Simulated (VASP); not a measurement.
# InAs (F-43m) in VASP: further runs

Aim: see how the results for InAs move with the level of theory and the settings. Levels: LDA, PBE. Tasks: single point.

Program: VASP 6.6.1. These are calculated values, not measurements. Logs are shortened: lines on timing, memory, paths and dates and some standing lists are left out, and cuts for length are marked.

**1. The cell of the first run**

Symmetry: F-43m, No. 216, cubic system. The conventional cell has a = 6.154 Å, b = 6.154 Å, c = 6.154 Å, α = 90.00°, β = 90.00°, γ = 90.00°. Within 3.5 Å of In (site symmetry -43m) lie 4 As at 2.66 Å. Within 3.5 Å of As (site symmetry -43m) lie 4 In at 2.66 Å.

**2. Single point, LDA (volume scaled by 1.06)**

File INCAR:

```
SYSTEM = InAs
ALGO = Normal
EDIFF = 1E-6
ENCUT = 520
ISIF = 2
ISMEAR = -1
LASPH = .TRUE.
LCHARG = .TRUE.
LELF = .TRUE.
LREAL = .FALSE.
LVHAR = .TRUE.
LWAVE = .FALSE.
NBANDS = 16
NELM = 80
PREC = Accurate
SIGMA = 0.05
```

File KPOINTS:

```
k-points
0
G
  8 8 8
  0 0 0
```

File POSCAR:

```
InAs
1.0
    0.0000000000      3.0771914981      3.0771914981
    3.0771914981      0.0000000000      3.0771914981
    3.0771914981      3.0771914981      0.0000000000
In As
1 1
Direct
    0.0000000000      0.0000000000      0.0000000000
    0.7500000000      0.7500000000      0.7500000000
```

Potentials or basis: VASP PAW LDA potentials, release 64 (In_d, As).

On the command line:

```
cat potpaw_LDA.64/In_d/POTCAR potpaw_LDA.64/As/POTCAR > POTCAR
mpirun -np 1 vasp_std > vasp.out
```

OUTCAR:

```text
SYSTEM = InAs
   EDIFF = 1E-6
   ENCUT = 520
   ISIF = 2
   ISMEAR = -1
   LASPH = .TRUE.
   LREAL = .FALSE.
   NELM = 80
   PREC = Accurate

 ion  position               nearest neighbor table
   1  0.000  0.000  0.000-   2 2.66   2 2.66   2 2.66   2 2.66
   2  0.750  0.750  0.750-   1 2.66   1 2.66   1 2.66   1 2.66

  LATTYP: Found a face centered cubic cell.
 ALAT       =     6.1543829962

  Lattice vectors:

 A1 = (   0.0000000000,   3.0771914981,   3.0771914981)
 A2 = (   3.0771914981,   0.0000000000,   3.0771914981)
 A3 = (   3.0771914981,   3.0771914981,   0.0000000000)

Analysis of symmetry for initial positions (statically):
=====================================================================
 Subroutine PRICEL returns:
 Original cell was already a primitive cell.

 Routine SETGRP: Setting up the symmetry group for a
 face centered cubic supercell.

 Subroutine GETGRP returns: Found 24 space group operations
 (whereof 24 operations were pure point group operations)
 out of a pool of 48 trial point group operations.

The static configuration has the point symmetry T_d .

Analysis of symmetry for dynamics (positions and initial velocities):
=====================================================================
 Subroutine PRICEL returns:
 Original cell was already a primitive cell.

 Routine SETGRP: Setting up the symmetry group for a
 face centered cubic supercell.

 Subroutine GETGRP returns: Found 24 space group operations
 (whereof 24 operations were pure point group operations)
 out of a pool of 48 trial point group operations.

The dynamic configuration has the point symmetry T_d .

 Subroutine INISYM returns: Found 24 space group operations
 (whereof 24 operations are pure point group operations),
 and found     1 'primitive' translations

----------------------------------------------------------------------------------------

                                     Primitive cell

  volume of cell :      58.2765

  direct lattice vectors                    reciprocal lattice vectors
     0.000000000  3.077191498  3.077191498    -0.162485825  0.162485825  0.162485825
     3.077191498  0.000000000  3.077191498     0.162485825 -0.162485825  0.162485825
     3.077191498  3.077191498  0.000000000     0.162485825  0.162485825 -0.162485825

  length of vectors
     4.351805951  4.351805951  4.351805951     0.281433705  0.281433705  0.281433705

  position of ions in fractional coordinates (direct lattice)
     0.000000000  0.000000000  0.000000000
     0.750000000  0.750000000  0.750000000

[... 70 lines left out ...]
   ISPIN  =      1    spin polarized calculation?
   LNONCOLLINEAR =      F non collinear calculations
   LSORBIT =      F    spin-orbit coupling
   LASPH  =      T    aspherical Exc in radial PAW
   ENCUT  =  520.0 eV  38.22 Ry    6.18 a.u.   8.09  8.09  8.09*2*pi/ulx,y,z
   NELM   =     80;   NELMIN=  2; NELMDL= -5     # of ELM steps
   EDIFF  = 0.1E-05   stopping-criterion for ELM
   LREAL  =      F    real-space projection
   EDIFFG = 0.1E-04   stopping-criterion for IOM
   NSW    =      0    number of steps for IOM
   IBRION =     -1    ionic relax: 0-MD 1-quasi-New 2-CG
   NFREE  =      0    steps in history (QN), initial steepest desc. (CG)
   ISIF   =      2    stress and relaxation
   ISYM   =      2    0-nonsym 1-usesym 2-fastsym
   POTIM  = 0.5000    time-step for ionic-motion
   TEBEG  =    0.0;   TEEND  =   0.0 temperature during run
   PSTRESS=    0.0 pullay stress
   NELECT =      18.0000    total number of electrons
   NUPDOWN=      -1.0000    fix difference up-down
   EMIN   =  10.00;   EMAX   =-10.00  energy-range for DOS
   EFERMI =   0.00;   METHOD = LEGACY
   ISMEAR =    -1;   SIGMA  =   0.05  broadening in eV -4-tet -1-fermi 0-gaus
   EFERMI_NEDOS =   21; number of points for ismear=-14 and -15
   IALGO  =     38    algorithm
   IMIX   =      4    mixing-type and parameters
     AMIX     =   0.40;   BMIX     =  1.00
     AMIX_MAG =   1.60;   BMIX_MAG =  1.00
  volume/ion in A,a.u.               =      29.14       196.63
  Fermi-wavevector in a.u.,A,eV,Ry     =   1.106627  2.091221 16.662003  1.224623
  Thomas-Fermi vector in A             =   2.243130
   LORBIT       =      0    0 simple, 1 ext, 2 COOP (PROOUT), +10 PAW based schemes
   GGA     = CA    functional components
   LHFCALC =     F    Hartree Fock is set to
   AEXX    =    0.0000 exact exchange contribution
   IVDW    =     0    specifies the selected vdW correction
   LEPSILON=     F    determine dielectric tensor
   LRPA    =     F    only Hartree local field effects (RPA)
 non-spin polarized calculation
  energy-cutoff  :      520.00
  volume of cell :       58.28
 maximum number of plane-waves:      1588
   NGX = 17   NGY = 17   NGZ = 17

 number of electron      18.0000005 magnetization

 Free energy of the ion-electron system (eV)
  ---------------------------------------------------
  ext. energy  EPLUGINS =         0.00000000
  ---------------------------------------------------
  free energy    TOTEN  =        -8.99122292 eV

  energy without entropy =       -8.99065063  energy(sigma->0) =       -8.99093678

 E-fermi :   3.8641     XC(G=0):  -9.1886

 val. band max:        3.8131340999   @ k =   0.0000   0.0000   0.0000
 cond. band min:       4.5080605254   @ k =   0.5000   0.0000   0.0000
 fundamental gap:      0.6949264255
 Fermi energy:         3.8641281652

 k-point     1 :       0.0000    0.0000    0.0000
  band No.  band energies     occupation
      1     -10.4427      2.00000
      2     -10.4427      2.00000
      3     -10.4427      2.00000
      4     -10.3348      2.00000
      5     -10.3348      2.00000
      6      -7.7735      2.00000
[... 433 lines left out ...]
      3     -10.3976      2.00000
      4     -10.3391      2.00000
      5     -10.3286      2.00000
      6      -6.2120      2.00000
[... 8 lines left out ...]
     15      13.9614      0.00000
     16      14.5791      0.00000

 [... further k-points ...]
[... 5 lines left out ...]
  --------------------------------------------------------------------------------------
  -------------------------------------------------------------------------------------
  Total       -1.1503188     -1.1503188     -1.1503188      0.0000000      0.0000000     -0.0000000
  in kB      -31.6253426    -31.6253426    -31.6253426      0.0000000      0.0000000     -0.0000000
  external PRESSURE =     -31.6253426 kB  Pullay stress =       0.0000000 kB

 VOLUME and BASIS-vectors are now :
 -----------------------------------------------------------------------------
  energy-cutoff  :      520.00
  volume of cell :       58.28
      direct lattice vectors                 reciprocal lattice vectors
     0.000000000  3.077191498  3.077191498    -0.162485825  0.162485825  0.162485825
     3.077191498  0.000000000  3.077191498     0.162485825 -0.162485825  0.162485825
     3.077191498  3.077191498  0.000000000     0.162485825  0.162485825 -0.162485825

 POSITION                                       TOTAL-FORCE (eV/Angst)
 -----------------------------------------------------------------------------------
      0.00000      0.00000      0.00000        -0.000000     -0.000000     -0.000000
      4.61579      4.61579      4.61579         0.000000      0.000000      0.000000
 -----------------------------------------------------------------------------------
    total drift:                                0.000000      0.000000     -0.000000

  FREE ENERGIE OF THE ION-ELECTRON SYSTEM (eV)
  ---------------------------------------------------
  free  energy   TOTEN  =        -8.9912229194 eV

  energy  without entropy=       -8.9906506322  energy(sigma->0) =       -8.99093678
```

OSZICAR:

```text
N       E                     dE             d eps       ncg     rms          rms(c)
DAV:   1     0.110619106193E+03    0.11062E+03   -0.81734E+03   936   0.120E+03
DAV:   2    -0.164438613175E+01   -0.11226E+03   -0.10772E+03  1008   0.295E+02
DAV:   3    -0.908277971201E+01   -0.74384E+01   -0.74063E+01  1232   0.735E+01
DAV:   4    -0.927560882415E+01   -0.19283E+00   -0.19279E+00  1128   0.135E+01
DAV:   5    -0.928525380588E+01   -0.96450E-02   -0.96449E-02  1472   0.256E+00    0.428E+00
DAV:   6    -0.902838173688E+01    0.25687E+00   -0.35858E-01  1456   0.980E+00    0.236E+00
DAV:   7    -0.899468585836E+01    0.33696E-01   -0.92486E-02  1288   0.255E+00    0.663E-01
DAV:   8    -0.899128385661E+01    0.34020E-02   -0.97944E-03  1168   0.112E+00    0.183E-01
DAV:   9    -0.899119541150E+01    0.88445E-04   -0.69609E-04  1216   0.238E-01    0.110E-01
DAV:  10    -0.899121963415E+01   -0.24223E-04   -0.78175E-05  1408   0.126E-01    0.588E-02
DAV:  11    -0.899122474531E+01   -0.51112E-05   -0.21256E-05  1256   0.817E-02    0.437E-02
DAV:  12    -0.899122289220E+01    0.18531E-05   -0.28243E-06  1000   0.190E-02    0.661E-03
DAV:  13    -0.899122291935E+01   -0.27153E-07   -0.64691E-07   696   0.441E-03
   1 F= -.89912229E+01 E0= -.89909368E+01  d E =-.572287E-03
```

It took 32 s on 1 thread of AMD EPYC 7R43 (Zen 3), shared host; peak memory 0.13 GiB.

What came out:

| Property | Result |
| --- | --- |
| Free energy | -8.9912 eV |
| Pressure | -3.2 GPa |
| Band gap on the k mesh | zero (filled and empty bands touch) |

Levels at points of the mesh, in eV from the Fermi level:
| k point | band 6 | band 7 | band 8 | band 9 | band 10 | band 11 | band 12 | band 13 |
| --- | --- | --- | --- | --- | --- | --- | --- | --- |
| (0.00, 0.00, 0.00) | -11.64 | -0.71 | -0.05 | -0.05 | -0.05 | 3.74 | 3.74 | 3.74 |
| (0.50, 0.00, 0.00) | -10.32 | -5.63 | -0.98 | -0.98 | 0.64 | 4.52 | 4.52 | 6.56 |
| (0.50, 0.50, 0.00) | -9.83 | -5.75 | -2.23 | -2.23 | 1.45 | 1.89 | 8.62 | 8.72 |

Caveat: spin-orbit coupling is left out, which moves the levels of the heavy elements.

**3. Single point, PBE (volume scaled by 0.94)**

File INCAR:

```
PREC = Accurate
ENCUT = 520
EDIFF = 1E-7
ISMEAR = -1
SIGMA = 0.05
LREAL = False
LASPH = True
NELM = 60
ALGO = Normal
ISIF = 2
LWAVE = False
LCHARG = False
GGA = PE
NBANDS = 16
```

File KPOINTS:

```
regular mesh
0
Gamma
  8 8 8
```

File POSCAR:

```
InAs
1.0
    0.0000000000      2.9563908761      2.9563908761
    2.9563908761      0.0000000000      2.9563908761
    2.9563908761      2.9563908761      0.0000000000
In As
1 1
Direct
    0.0000000000      0.0000000000      0.0000000000
    0.7500000000      0.7500000000      0.7500000000
```

Potentials or basis: VASP PAW PBE potentials, release 64 (In_d, As).

On the command line:

```
cat potpaw_PBE.64/In_d/POTCAR potpaw_PBE.64/As/POTCAR > POTCAR
mpirun -np 1 vasp_std > vasp.out
```

Run time: 43 s. Hardware: 1 thread of AMD EPYC 7R13, shared host; peak memory 0.15 GiB.

The run converged. Its results:

```yaml
Free_energy: -7.5242 eV
Pressure: 9.2 GPa
Band_gap_on_the_k_mesh: 0.15 eV, direct
```

Levels at points of the mesh, in eV from the valence-band top:
```tsv
k point	band 5	band 6	band 7	band 8	band 9	band 10	band 11	band 12	band 13	band 14
(0.00, 0.00, 0.00)	-14.39	-12.32	0.00	0.00	0.00	0.15	3.93	3.93	3.93	7.75
(0.50, 0.00, 0.00)	-14.38	-10.63	-6.13	-1.09	-1.09	1.10	4.71	4.71	6.92	9.41
(0.50, 0.50, 0.00)	-14.37	-10.01	-6.14	-2.56	-2.56	1.43	2.06	9.63	9.75	9.75
```

Caveat: spin-orbit coupling is left out, which moves the levels of the heavy elements.

**4. Single point, PBE (volume scaled by 1.02)**

File INCAR:

```
SYSTEM = InAs
PREC     = Accurate       ! precision mode
ENCUT    = 520            ! plane-wave cutoff, eV
EDIFF    = 1E-6           ! SCF threshold, eV
ISMEAR   = -1             ! smearing method
SIGMA    = 0.05           ! smearing width, eV
LREAL    = .FALSE.        ! projectors in reciprocal space
LASPH    = .TRUE.         ! aspherical terms in the spheres
NELM     = 60             ! most SCF steps
ALGO     = Normal         ! electronic algorithm
ISIF     = 2              ! what is computed and relaxed
LWAVE    = .FALSE.        ! write WAVECAR
LCHARG   = .FALSE.        ! write CHGCAR
GGA      = PE             ! functional
NBANDS   = 16             ! bands
```

File KPOINTS:

```
regular mesh
0
G
  8 8 8
  0 0 0
```

File POSCAR:

```
InAs
1.0
    0.0000000000      3.0379873375      3.0379873375
    3.0379873375      0.0000000000      3.0379873375
    3.0379873375      3.0379873375      0.0000000000
In As
1 1
Direct
    0.0000000000      0.0000000000      0.0000000000
    0.7500000000      0.7500000000      0.7500000000
```

Potentials or basis: VASP PAW PBE potentials, release 64 (In_d, As).

On the command line:

```
cat potpaw_PBE.64/In_d/POTCAR potpaw_PBE.64/As/POTCAR > POTCAR
mpirun -np 1 vasp_std > vasp.out
```

OUTCAR:

```text
SYSTEM = InAs
   PREC = Accurate
   ENCUT = 520
   EDIFF = 1E-6
   ISMEAR = -1
   LREAL = .FALSE.
   LASPH = .TRUE.
   NELM = 60
   ISIF = 2
   GGA = PE

 ion  position               nearest neighbor table
   1  0.000  0.000  0.000-   2 2.63   2 2.63   2 2.63   2 2.63
   2  0.750  0.750  0.750-   1 2.63   1 2.63   1 2.63   1 2.63

  LATTYP: Found a face centered cubic cell.
 ALAT       =     6.0759746750

  Lattice vectors:

 A1 = (   0.0000000000,   3.0379873375,   3.0379873375)
[... 624 lines left out ...]
      3      -9.9485      2.00000
      4      -9.8843      2.00000
      5      -9.8724      2.00000
      6      -5.7213      2.00000
[... 8 lines left out ...]
     15      14.7370      0.00000
     16      15.4272      0.00000

 [... further k-points ...]
[... 5 lines left out ...]
  --------------------------------------------------------------------------------------
  -------------------------------------------------------------------------------------
  Total        1.0707548      1.0707548      1.0707548      0.0000000     -0.0000000     -0.0000000
  in kB       30.5923415     30.5923415     30.5923415      0.0000000     -0.0000000     -0.0000000
  external PRESSURE =      30.5923415 kB  Pullay stress =       0.0000000 kB

 VOLUME and BASIS-vectors are now :
 -----------------------------------------------------------------------------
  energy-cutoff  :      520.00
  volume of cell :       56.08
      direct lattice vectors                 reciprocal lattice vectors
     0.000000000  3.037987338  3.037987338    -0.164582648  0.164582648  0.164582648
     3.037987338  0.000000000  3.037987338     0.164582648 -0.164582648  0.164582648
     3.037987338  3.037987338  0.000000000     0.164582648  0.164582648 -0.164582648

 POSITION                                       TOTAL-FORCE (eV/Angst)
 -----------------------------------------------------------------------------------
      0.00000      0.00000      0.00000         0.000000      0.000000      0.000000
      4.55698      4.55698      4.55698        -0.000000     -0.000000     -0.000000
 -----------------------------------------------------------------------------------
    total drift:                                0.000000      0.000000      0.000000

  FREE ENERGIE OF THE ION-ELECTRON SYSTEM (eV)
  ---------------------------------------------------
  free  energy   TOTEN  =        -7.6872353655 eV

  energy  without entropy=       -7.6866809182  energy(sigma->0) =       -7.68695814
```

stdout:

```text
POSCAR found type information on POSCAR InAs
 POSCAR found :  2 types and       2 ions
 scaLAPACK will be used
 LDA part: xc-table for (Slater+PW92), standard interpolation
 POSCAR, INCAR and KPOINTS ok, starting setup
 FFT: planning ... GRIDC
 FFT: planning ... GRID_SOFT
 FFT: planning ... GRID
 WAVECAR not read
 entering main loop
```

It took 38 s on 1 thread of AMD EPYC 7R13, shared host; peak memory 0.16 GiB.

What came out:

```yaml
Free_energy: -7.6872 eV
Pressure: 3.1 GPa
Band_gap_on_the_k_mesh: zero (filled and empty bands touch)
```

Levels at points of the mesh, in eV from the Fermi level:
```tsv
k point	band 6	band 7	band 8	band 9	band 10	band 11	band 12	band 13
(0.00, 0.00, 0.00)	-11.82	-0.32	-0.05	-0.05	-0.05	3.85	3.85	3.85
(0.50, 0.00, 0.00)	-10.39	-5.74	-1.02	-1.02	0.88	4.62	4.62	6.79
(0.50, 0.50, 0.00)	-9.87	-5.82	-2.32	-2.32	1.52	2.01	9.04	9.12
```

Caveat: spin-orbit coupling is left out, which moves the levels of the heavy elements.

**5. Overview**

```csv
level,potentials or basis,cell,gap on the mesh (eV),pressure (GPa)
LDA,"VASP PAW LDA potentials, release 64 (In_d, As)","a = 4.352 Å, angles 60.0°, 2 atoms",none,-3.2
PBE,"VASP PAW PBE potentials, release 64 (In_d, As)","a = 4.181 Å, angles 60.0°, 2 atoms",0.15,9.2
PBE,"VASP PAW PBE potentials, release 64 (In_d, As)","a = 4.296 Å, angles 60.0°, 2 atoms",none,3.1
```

Alike in all rows: task single point; no spin polarisation; k mesh 8 × 8 × 8; cutoff (eV) 520; smearing fermi-dirac 0.05 eV.

Caveats: spin-orbit coupling is left out, which moves the levels of the heavy elements.

Absolute energies hang on the potentials; compare differences alone.
